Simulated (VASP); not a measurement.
SiBr6, 7 atoms in the cell. Symmetry: Pm-3m, No. 221, cubic system. Conventional cell: a = 6.077 Å, b = 6.077 Å, c = 6.077 Å, α = 90.00°, β = 90.00°, γ = 90.00°. Within 5.9 Å of Si (site symmetry m-3m) lie 24 Br at 4.47 Å. Br (site symmetry 4mm) has 5 Br at 2.43 to 2.58 Å within 3.2 Å. 

```yaml
Program: VASP 6.6.1
Task: relaxation of cell and atoms
Functional: PBE
Potentials_or_basis: VASP PAW PBE potentials, release 64 (Si, Br)
Cutoff: 600 eV
k_mesh: 4 × 4 × 4
Occupations: gaussian, width 0.1 eV
Spin: no spin polarisation
Dipole_correction: no
Further_INCAR_settings: ALGO = Normal; EDIFF = 1e-06; IBRION = 2; EDIFFG = -0.04; NSW = 90; ISIF = 3
```

Potentials or basis: VASP PAW PBE potentials, release 64 (Si, Br).

Command:

```bash
$ cat potpaw_PBE.64/Si/POTCAR potpaw_PBE.64/Br/POTCAR > POTCAR
$ mpirun -np 1 vasp_std > vasp.out
```

Hardware: 1 thread of Oxide Virtual Turin-like Processor (shared host).

Question: Estimate the wall time of this run.

Answer: Run time: 13 min on 1 thread of Oxide Virtual Turin-like Processor, with other jobs on the host, peak memory 0.35 GiB. Counts: scf iterations 103, k points 10, ion steps 8.
